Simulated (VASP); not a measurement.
# AgCl (Imm2) in VASP: notebook

Runs on AgCl. Level: PBE. Tasks: single point.

Program: VASP 6.6.1. These are calculated values, not measurements. Logs are shortened: lines on timing, memory, paths and dates and some standing lists are left out, and cuts for length are marked.

## 1. The cell of the first run

It takes space group Imm2 (No. 44, orthorhombic). The conventional cell has a = 3.922 Å, b = 5.546 Å, c = 3.922 Å, α = 90.00°, β = 90.00°, γ = 90.00°. Within 3.6 Å of Ag (site symmetry mm2) lie 6 Cl at 2.70 to 2.84 Å. Within 3.6 Å of Cl (site symmetry mm2) lie 6 Ag at 2.70 to 2.84 Å.

## 2. Single point, PBE (all Cl atoms moved -0.100 Å, as atom 2 along Cartesian [1 1 0])

INCAR

```
PREC     = Accurate       # precision mode
ENCUT    = 520            # plane-wave cutoff, eV
EDIFF    = 1E-6           # SCF threshold, eV
ISMEAR   = 0              # smearing method
SIGMA    = 0.05           # smearing width, eV
LREAL    = False          # projectors in reciprocal space
LASPH    = True           # aspherical terms in the spheres
NELM     = 80             # most SCF steps
ALGO     = Normal         # electronic algorithm
ISIF     = 2              # what is computed and relaxed
LWAVE    = False          # write WAVECAR
LCHARG   = True           # write CHGCAR
GGA      = PE             # functional
LELF     = True           # ELF
LVHAR    = True         
NBANDS   = 16             # bands
```

KPOINTS

```
Automatic mesh
0
Gamma
  8 8 8
```

POSCAR

```
AgCl
1.0
    0.0000000000      2.7731500000      2.7731500000
    2.7731500000      0.0000000000      2.7731500000
    2.7731500000      2.7731500000      0.0000000000
Ag Cl
1 1
Direct
    0.5000000000      0.5000000000      0.5000000000
    0.0000000000      0.0000000000     -0.0254983243
```

Potentials or basis: VASP PAW PBE potentials, release 64 (Ag, Cl).

Command:

```bash
$ cat potpaw_PBE.64/Ag/POTCAR potpaw_PBE.64/Cl/POTCAR > POTCAR
$ mpirun -np 1 vasp_std > vasp.out
```

OUTCAR:

```text
PREC = Accurate
   ENCUT = 520
   EDIFF = 1E-6
   ISMEAR = 0
   LREAL = False
   LASPH = True
   NELM = 80
   ISIF = 2
   GGA = PE

 ion  position               nearest neighbor table
   1  0.500  0.500  0.500-   2 2.70   2 2.70   2 2.77   2 2.77   2 2.84   2 2.84
   2  0.000  0.000  0.975-   1 2.70   1 2.70   1 2.77   1 2.77   1 2.84   1 2.84

  LATTYP: Found a face centered cubic cell.
 ALAT       =     5.5463000000

  Lattice vectors:

 A1 = (   0.0000000000,   2.7731500000,   2.7731500000)
 A2 = (   2.7731500000,   0.0000000000,   2.7731500000)
 A3 = (   2.7731500000,   2.7731500000,   0.0000000000)

Analysis of symmetry for initial positions (statically):
=====================================================================
 Subroutine PRICEL returns:
 Original cell was already a primitive cell.

 Routine SETGRP: Setting up the symmetry group for a
 face centered cubic supercell.

 Subroutine GETGRP returns: Found  4 space group operations
 (whereof  4 operations were pure point group operations)
 out of a pool of 48 trial point group operations.

The static configuration has the point symmetry C_2v.

Analysis of symmetry for dynamics (positions and initial velocities):
=====================================================================
 Subroutine PRICEL returns:
 Original cell was already a primitive cell.

 Routine SETGRP: Setting up the symmetry group for a
 face centered cubic supercell.

 Subroutine GETGRP returns: Found  4 space group operations
 (whereof  4 operations were pure point group operations)
 out of a pool of 48 trial point group operations.

The dynamic configuration has the point symmetry C_2v.

 Subroutine INISYM returns: Found  4 space group operations
 (whereof  4 operations are pure point group operations),
 and found     1 'primitive' translations

----------------------------------------------------------------------------------------

                                     Primitive cell

  volume of cell :      42.6530

  direct lattice vectors                    reciprocal lattice vectors
     0.000000000  2.773150000  2.773150000    -0.180300380  0.180300380  0.180300380
     2.773150000  0.000000000  2.773150000     0.180300380 -0.180300380  0.180300380
     2.773150000  2.773150000  0.000000000     0.180300380  0.180300380 -0.180300380

  length of vectors
     3.921826340  3.921826340  3.921826340     0.312289420  0.312289420  0.312289420

  position of ions in fractional coordinates (direct lattice)
     0.500000000  0.500000000  0.500000000
     0.000000000  0.000000000  0.974501676

  ion indices of the primitive-cell ions
   primitive index   ion index
                 1           1
                 2           2

----------------------------------------------------------------------------------------

 KPOINTS: Automatic mesh

Automatic generation of k-mesh.
 Grid dimensions read from file:
 generate k-points for:    8    8    8

 Generating k-lattice:

  Cartesian coordinates                     Fractional coordinates (reciprocal lattice)
    -0.022537548  0.022537548  0.022537548     0.125000000  0.000000000  0.000000000
     0.022537548 -0.022537548  0.022537548     0.000000000  0.125000000  0.000000000
     0.022537548  0.022537548 -0.022537548     0.000000000  0.000000000  0.125000000

  Length of vectors
     0.039036177  0.039036177  0.039036177

  Shift w.r.t. Gamma in fractional coordinates (k-lattice)
     0.000000000  0.000000000  0.000000000

 Subroutine IBZKPT returns following result:
 ===========================================

 Found     95 irreducible k-points:

 Following reciprocal coordinates:
            Coordinates               Weight
  0.000000  0.000000  0.000000      1.000000
  0.125000  0.000000  0.000000      4.000000
  0.000000  0.000000  0.125000      4.000000
  0.250000  0.000000  0.000000      4.000000
  0.000000  0.000000  0.250000      4.000000
  0.375000  0.000000  0.000000      4.000000
[... 16 lines left out ...]
  0.125000  0.125000 -0.375000      4.000000
 -0.375000  0.125000  0.000000      4.000000
 [... further k-points ...]
   k-points           NKPTS =     95   k-points in BZ     NKDIM =     95   number of bands    NBANDS=     16
   number of dos      NEDOS =    301   number of ions     NIONS =      2
   total plane-waves  NPLWV =  27000
   dimension x,y,z NGX =    30 NGY =   30 NGZ =   30
   dimension x,y,z NGXF=    60 NGYF=   60 NGZF=   60
   ions per type =               1   1
   NGX,Y,Z   is equivalent  to a cutoff of  12.72, 12.72, 12.72 a.u.
   NGXF,Y,Z  is equivalent  to a cutoff of  25.43, 25.43, 25.43 a.u.
 SYSTEM =  unknown system
   PREC   = accura    normal or accurate (medium, high low for compatibility)
   ISTART =      0    job   : 0-new  1-cont  2-samecut
   ICHARG =      2    charge: 1-file 2-atom 10-const
   ISPIN  =      1    spin polarized calculation?
   LNONCOLLINEAR =      F non collinear calculations
   LSORBIT =      F    spin-orbit coupling
   LASPH  =      T    aspherical Exc in radial PAW
   ENCUT  =  520.0 eV  38.22 Ry    6.18 a.u.   7.29  7.29  7.29*2*pi/ulx,y,z
   NELM   =     80;   NELMIN=  2; NELMDL= -5     # of ELM steps
   EDIFF  = 0.1E-05   stopping-criterion for ELM
   LREAL  =      F    real-space projection
   EDIFFG = 0.1E-04   stopping-criterion for IOM
   NSW    =      0    number of steps for IOM
   IBRION =     -1    ionic relax: 0-MD 1-quasi-New 2-CG
   NFREE  =      0    steps in history (QN), initial steepest desc. (CG)
   ISIF   =      2    stress and relaxation
   ISYM   =      2    0-nonsym 1-usesym 2-fastsym
   POTIM  = 0.5000    time-step for ionic-motion
   TEBEG  =    0.0;   TEEND  =   0.0 temperature during run
   PSTRESS=    0.0 pullay stress
   NELECT =      18.0000    total number of electrons
   NUPDOWN=      -1.0000    fix difference up-down
   EMIN   =  10.00;   EMAX   =-10.00  energy-range for DOS
   EFERMI =   0.00;   METHOD = LEGACY
   ISMEAR =     0;   SIGMA  =   0.05  broadening in eV -4-tet -1-fermi 0-gaus
   EFERMI_NEDOS =   21; number of points for ismear=-14 and -15
   IALGO  =     38    algorithm
   IMIX   =      4    mixing-type and parameters
     AMIX     =   0.40;   BMIX     =  1.00
     AMIX_MAG =   1.60;   BMIX_MAG =  1.00
  volume/ion in A,a.u.               =      21.33       143.92
[... 32 lines left out ...]
 Fermi energy:         4.0740198633

 k-point     1 :       0.0000    0.0000    0.0000
  band No.  band energies     occupation
      1     -11.3367      2.00000
      2       1.1245      2.00000
      3       1.1586      2.00000
      4       1.2210      2.00000
      5       1.3745      2.00000
      6       1.3996      2.00000
[... 8 lines left out ...]
     15      16.9954      0.00000
     16      17.1341      0.00000

 k-point     2 :       0.1250    0.0000    0.0000
  band No.  band energies     occupation
      1     -11.2770      2.00000
      2       0.4978      2.00000
      3       0.6942      2.00000
      4       0.8486      2.00000
      5       1.4183      2.00000
      6       1.4248      2.00000
[... 8 lines left out ...]
     15      15.8792      0.00000
     16      16.5961      0.00000

 k-point     3 :       0.0000    0.0000    0.1250
  band No.  band energies     occupation
      1     -11.2770      2.00000
      2       0.5628      2.00000
      3       0.6598      2.00000
      4       0.7711      2.00000
      5       1.4262      2.00000
      6       1.4291      2.00000
[... 8 lines left out ...]
     15      15.8843      0.00000
     16      16.5796      0.00000

 k-point     4 :       0.2500    0.0000    0.0000
  band No.  band energies     occupation
      1     -11.1269      2.00000
      2      -0.3989      2.00000
      3       0.1430      2.00000
      4       0.1789      2.00000
      5       1.5476      2.00000
      6       1.5506      2.00000
[... 8 lines left out ...]
     15      16.1028      0.00000
     16      16.4785      0.00000

 k-point     5 :       0.0000    0.0000    0.2500
  band No.  band energies     occupation
      1     -11.1269      2.00000
      2      -0.3798      2.00000
      3       0.1177      2.00000
      4       0.1561      2.00000
      5       1.5524      2.00000
      6       1.5536      2.00000
[... 8 lines left out ...]
     15      16.0957      0.00000
     16      16.4501      0.00000

 k-point     6 :       0.3750    0.0000    0.0000
  band No.  band energies     occupation
      1     -10.9673      2.00000
      2      -1.1470      2.00000
      3      -0.2154      2.00000
      4      -0.2027      2.00000
      5       1.6816      2.00000
      6       1.6830      2.00000
[... 8 lines left out ...]
     15      16.9638      0.00000
     16      17.0000      0.00000

 k-point     7 :       0.0000    0.0000    0.3750
  band No.  band energies     occupation
      1     -10.9674      2.00000
      2      -1.1403      2.00000
      3      -0.2380      2.00000
      4      -0.2118      2.00000
      5       1.6836      2.00000
      6       1.6849      2.00000
[... 8 lines left out ...]
     15      16.9608      0.00000
     16      16.9929      0.00000

 k-point     8 :       0.5000    0.0000    0.0000
  band No.  band energies     occupation
      1     -10.8981      2.00000
      2      -1.4263      2.00000
      3      -0.3388      2.00000
      4      -0.3303      2.00000
      5       1.7387      2.00000
      6       1.7395      2.00000
[... 8 lines left out ...]
     15      17.5495      0.00000
     16      17.5711      0.00000

 k-point     9 :       0.0000    0.0000    0.5000
  band No.  band energies     occupation
      1     -10.8981      2.00000
      2      -1.4219      2.00000
      3      -0.3607      2.00000
      4      -0.3370      2.00000
      5       1.7396      2.00000
      6       1.7410      2.00000
[... 8 lines left out ...]
     15      17.5469      0.00000
     16      17.5794      0.00000
[... 172 lines left out ...]
 k-point    19 :       0.1250    0.1250   -0.2500
  band No.  band energies     occupation
      1     -10.9940      2.00000
      2      -0.9111      2.00000
      3      -0.1257      2.00000
      4       0.0094      2.00000
      5       1.5440      2.00000
      6       1.7066      2.00000
[... 8 lines left out ...]
     15      17.6265      0.00000
     16      17.7731      0.00000

 k-point    20 :       0.5000    0.1250    0.0000
  band No.  band energies     occupation
      1     -10.8959      2.00000
      2      -1.2507      2.00000
      3      -0.3405      2.00000
      4      -0.2260      2.00000
      5       1.6732      2.00000
      6       1.7542      2.00000
[... 8 lines left out ...]
     15      17.7299      0.00000
     16      18.4545      0.00000

 k-point    21 :       0.0000    0.5000    0.1250
  band No.  band energies     occupation
      1     -10.8959      2.00000
      2      -1.2505      2.00000
      3      -0.3250      2.00000
      4      -0.2423      2.00000
      5       1.6793      2.00000
      6       1.7534      2.00000
[... 8 lines left out ...]
     15      17.7117      0.00000
     16      18.4537      0.00000

 k-point    22 :       0.1250    0.0000    0.5000
  band No.  band energies     occupation
      1     -10.8960      2.00000
      2      -1.2460      2.00000
      3      -0.3462      2.00000
      4      -0.2478      2.00000
      5       1.6782      2.00000
      6       1.7550      2.00000
[... 8 lines left out ...]
     15      17.7254      0.00000
     16      18.4592      0.00000

 k-point    23 :       0.1250    0.1250   -0.3750
  band No.  band energies     occupation
      1     -10.8960      2.00000
      2      -1.2457      2.00000
      3      -0.3261      2.00000
      4      -0.2719      2.00000
      5       1.6819      2.00000
      6       1.7540      2.00000
[... 8 lines left out ...]
     15      17.7018      0.00000
     16      18.4620      0.00000

 k-point    24 :      -0.3750    0.1250    0.0000
  band No.  band energies     occupation
      1     -10.9161      2.00000
      2      -1.1977      2.00000
      3      -0.3045      2.00000
      4      -0.1869      2.00000
      5       1.6901      2.00000
      6       1.7205      2.00000
[... 8 lines left out ...]
     15      17.5969      0.00000
     16      18.0878      0.00000

 [... further k-points ...]
[... 5 lines left out ...]
  --------------------------------------------------------------------------------------
  -------------------------------------------------------------------------------------
  Total        0.4551655      0.4551655      0.3928489     -0.0210095      0.0000000      0.0000000
  in kB       17.0973918     17.0973918     14.7565901     -0.7891820      0.0000000      0.0000000
  external PRESSURE =      16.3171246 kB  Pullay stress =       0.0000000 kB

 VOLUME and BASIS-vectors are now :
 -----------------------------------------------------------------------------
  energy-cutoff  :      520.00
  volume of cell :       42.65
      direct lattice vectors                 reciprocal lattice vectors
     0.000000000  2.773150000  2.773150000    -0.180300380  0.180300380  0.180300380
     2.773150000  0.000000000  2.773150000     0.180300380 -0.180300380  0.180300380
     2.773150000  2.773150000  0.000000000     0.180300380  0.180300380 -0.180300380

 POSITION                                       TOTAL-FORCE (eV/Angst)
 -----------------------------------------------------------------------------------
      2.77315      2.77315      2.77315        -0.080807     -0.080807      0.000000
      2.70244      2.70244      0.00000         0.080807      0.080807      0.000000
 -----------------------------------------------------------------------------------
    total drift:                               -0.000035     -0.000035      0.000000

  FREE ENERGIE OF THE ION-ELECTRON SYSTEM (eV)
  ---------------------------------------------------
  free  energy   TOTEN  =        -5.3887716272 eV

  energy  without entropy=       -5.3887716272  energy(sigma->0) =       -5.38877163
```

It took 50 s on 1 thread of Intel Xeon 6975P-C, shared host; peak memory 0.21 GiB.

What came out:

```
Free energy            : -5.3888 eV
Pressure               : 1.6 GPa
Largest force          : 0.114 eV/Å
Band gap on the k mesh : 0.90 eV, indirect (least direct gap 2.95 eV)
```

Forces in eV/Å, atoms in the order of the input:
```
Ag  -0.081 -0.081  0.000
Cl   0.081  0.081  0.000
```

Stress tensor (GPa, compression positive):
```
 1.71 -0.08  0.00
-0.08  1.71  0.00
 0.00  0.00  1.48
```

Levels at points of the mesh, in eV from the valence-band top:
```
           k point  band 5  band 6  band 7  band 8  band 9  band 10  band 11  band 12  band 13  band 14
(0.00, 0.00, 0.00)   -2.45   -2.43   -2.17   -2.09   -2.04     0.90    10.76    10.80    10.85    12.42
(0.50, 0.00, 0.00)   -2.09   -2.09   -1.78   -0.04   -0.02     4.26     6.52     7.68     7.71    13.54
(0.00, 0.00, 0.50)   -2.09   -2.09   -1.77   -0.02    0.00     4.24     6.52     7.67     7.68    13.55
(0.50, 0.50, 0.00)   -2.64   -2.14   -1.97   -1.97   -1.88     2.38     7.97     8.62    11.51    11.57
(0.00, 0.50, 0.50)   -2.70   -2.18   -1.97   -1.97   -1.88     2.38     7.99     8.64    11.52    11.52
```

Caveat: the cell differs from its parent crystal (all Cl atoms moved -0.100 Å, as atom 2 along Cartesian [1 1 0]). A k mesh can miss the band edges.

## 3. Single point, PBE (all Cl atoms moved +0.050 Å, as atom 2 along Cartesian [1 1 0])

INCAR

```
SYSTEM = AgCl
ALGO     = Normal         ! electronic algorithm
EDIFF    = 1E-7           ! SCF threshold, eV
ENCUT    = 520            ! plane-wave cutoff, eV
GGA      = PE             ! functional
ISIF     = 2              ! what is computed and relaxed
ISMEAR   = 0              ! smearing method
LASPH    = .TRUE.         ! aspherical terms in the spheres
LCHARG   = .FALSE.        ! write CHGCAR
LREAL    = .FALSE.        ! projectors in reciprocal space
LWAVE    = .FALSE.        ! write WAVECAR
NBANDS   = 16             ! bands
NELM     = 80             ! most SCF steps
PREC     = Accurate       ! precision mode
SIGMA    = 0.05           ! smearing width, eV
```

KPOINTS

```
k-points
0
G
  8 8 8
  0 0 0
```

POSCAR: that of step 2 with these lines changed.

```diff
@@ -9,2 +9,2 @@
     0.5000000000      0.5000000000      0.5000000000
-    0.0000000000      0.0000000000     -0.0254983243
+    0.0000000000      0.0000000000      0.0127491622
```

Potentials or basis: VASP PAW PBE potentials, release 64 (Ag, Cl).

Command:

```bash
$ cat potpaw_PBE.64/Ag/POTCAR potpaw_PBE.64/Cl/POTCAR > POTCAR
$ mpirun -np 1 vasp_std > vasp.out
```

Run time: 50 s. Hardware: 1 thread of Intel Xeon 6975P-C, shared host; peak memory 0.21 GiB.

The run converged. Its results:

| Property | Result |
| --- | --- |
| Free energy | -5.3930 eV |
| Pressure | 1.5 GPa |
| Largest force | 0.056 eV/Å |
| Band gap on the k mesh | 0.91 eV, indirect (least direct gap 3.10 eV) |

Forces in eV/Å, atoms in the order of the input:
```
Ag   0.040  0.040  0.000
Cl  -0.040 -0.040  0.000
```

Levels at points of the mesh, in eV from the valence-band top:
```
           k point  band 5  band 6  band 7  band 8  band 9  band 10  band 11  band 12  band 13  band 14
(0.00, 0.00, 0.00)   -2.44   -2.42   -2.26   -2.22   -2.20     0.91    10.83    10.84    10.85    12.39
(0.50, 0.00, 0.00)   -2.08   -2.08   -1.76   -0.01   -0.01     4.25     6.53     7.68     7.68    13.57
(0.00, 0.00, 0.50)   -2.08   -2.08   -1.76   -0.01    0.00     4.24     6.53     7.67     7.67    13.58
(0.50, 0.50, 0.00)   -2.72   -2.19   -1.96   -1.96   -1.87     2.38     8.01     8.63    11.51    11.53
(0.00, 0.50, 0.50)   -2.74   -2.20   -1.96   -1.96   -1.87     2.38     8.02     8.63    11.52    11.52
```

Caveat: the cell differs from its parent crystal (all Cl atoms moved +0.050 Å, as atom 2 along Cartesian [1 1 0]).

## 4. Single point, PBE (all Cl atoms moved +0.125 Å, as atom 2 along Cartesian [1 1 0])

INCAR

```
PREC = Accurate
ENCUT = 520
EDIFF = 1E-7
ISMEAR = 0
SIGMA = 0.05
LREAL = F
LASPH = T
NELM = 60
ALGO = Normal
ISIF = 2
LWAVE = F
LCHARG = F
GGA = PE
NBANDS = 16
```

KPOINTS

```
Automatic mesh
0
Gamma
  8 8 8
```

POSCAR: that of step 3 with these lines changed.

```diff
@@ -9,2 +9,2 @@
     0.5000000000      0.5000000000      0.5000000000
-    0.0000000000      0.0000000000      0.0127491622
+    0.0000000000      0.0000000000      0.0318729054
```

Command:

```bash
$ cat potpaw_PBE.64/Ag/POTCAR potpaw_PBE.64/Cl/POTCAR > POTCAR
$ mpirun -np 1 vasp_std > vasp.out
```

Run time: 56 s. Hardware: 1 thread of Intel Xeon 6975P-C, shared host; peak memory 0.21 GiB.

The run converged. Its results:

```yaml
Free_energy: -5.3855 eV
Pressure: 1.7 GPa
Largest_force: 0.144 eV/Å
Band_gap_on_the_k_mesh: 0.90 eV, indirect (least direct gap 2.87 eV)
```

Forces on the atoms (eV/Å):
```
Ag   0.102  0.102  0.000
Cl  -0.102 -0.102  0.000
```

Stress tensor (GPa, compression positive):
```
 1.84 -0.12  0.00
-0.12  1.84  0.00
 0.00  0.00  1.48
```

Levels at points of the mesh, in eV from the valence-band top:
| k point | band 5 | band 6 | band 7 | band 8 | band 9 | band 10 | band 11 | band 12 | band 13 | band 14 |
| --- | --- | --- | --- | --- | --- | --- | --- | --- | --- | --- |
| (0.00, 0.00, 0.00) | -2.46 | -2.43 | -2.12 | -2.03 | -1.97 | 0.90 | 10.70 | 10.77 | 10.84 | 12.43 |
| (0.50, 0.00, 0.00) | -2.10 | -2.10 | -1.79 | -0.06 | -0.04 | 4.26 | 6.51 | 7.69 | 7.72 | 13.52 |
| (0.00, 0.00, 0.50) | -2.10 | -2.09 | -1.77 | -0.03 | 0.00 | 4.24 | 6.51 | 7.67 | 7.68 | 13.54 |
| (0.50, 0.50, 0.00) | -2.59 | -2.11 | -1.97 | -1.97 | -1.89 | 2.38 | 7.94 | 8.62 | 11.51 | 11.60 |
| (0.00, 0.50, 0.50) | -2.67 | -2.16 | -1.98 | -1.97 | -1.89 | 2.38 | 7.97 | 8.64 | 11.53 | 11.53 |

Caveat: the cell differs from its parent crystal (all Cl atoms moved +0.125 Å, as atom 2 along Cartesian [1 1 0]).
